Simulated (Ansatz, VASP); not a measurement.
## One calculation of AlRu, two programs

INCAR

```
SYSTEM = AlRu
ALGO = Fast
EDIFF = 1E-6
ENCUT = 520
GGA = PS
ISIF = 2
ISMEAR = 0
LASPH = .True.
LCHARG = .False.
LREAL = .False.
LWAVE = .False.
NBANDS = 16
NELM = 100
PREC = Accurate
SIGMA = 0.15
```

File KPOINTS:

```
k-points
0
Gamma
  16 16 16
  0 0 0
```

Contents of POSCAR:

```
AlRu
1.0
    2.9168100000      0.0000000000      0.0000000000
    0.0000000000      2.9168100000      0.0000000000
    0.0000000000      0.0000000000      2.9916000000
Al Ru
1 1
Direct
    0.0000000000      0.0000000000      0.0000000000
    0.5000000000      0.5000000000      0.5000000000
```

Input for Ansatz:

```yaml
crystal:
  lattice:
    - [2.91681, 0.0, 0.0]
    - [0.0, 2.91681, 0.0]
    - [0.0, 0.0, 2.9916]
  atoms:
    - { symbol: Al, position: [0.0, 0.0, 0.0] }
    - { symbol: Ru, position: [0.5, 0.5, 0.5] }
basis:
  ecutwfc: 420
kpoints:
  mp_grid: { grid: [16, 16, 16] }
hamiltonian:
  xc: pbesol
scf:
  occupations: { method: gaussian, width: 0.15 }
output:
  forces: true
  stress: true
  eigenvalues: true
```

Change from the starting cell: strain -0.025 along x and y, +0.000 along z, atoms carried along.

Alike in both runs: task single point; functional PBEsol; k mesh 16 × 16 × 16; occupations gaussian, width 0.15 eV; no spin polarisation.

|  | VASP | Ansatz |
| --- | --- | --- |
| version | VASP 6.6.1 | Ansatz 0.2.0 |
| potentials or method | VASP PAW PBE potentials, release 64 (Al, Ru_pv), cutoff 520 eV | scalar-relativistic, plane waves, PAW |
| valence electrons in the cell | 17 | 19 |

```csv
,VASP,Ansatz,Ansatz less VASP
gap on the k mesh at the Fermi level (eV),none,none,-
pressure (GPa),8.5,8.5,-0.02
"traceless stress, the component that is largest in VASP (GPa)",-3.23,-3.22,+0.017
```

VASP's potentials were made for PBE, not for PBEsol. A gap of «none» marks a metal or a gap that the smearing closes. VASP's potentials hold 17 valence electrons a cell and Ansatz's 19, so a difference there can come from the potentials and not from the codes.
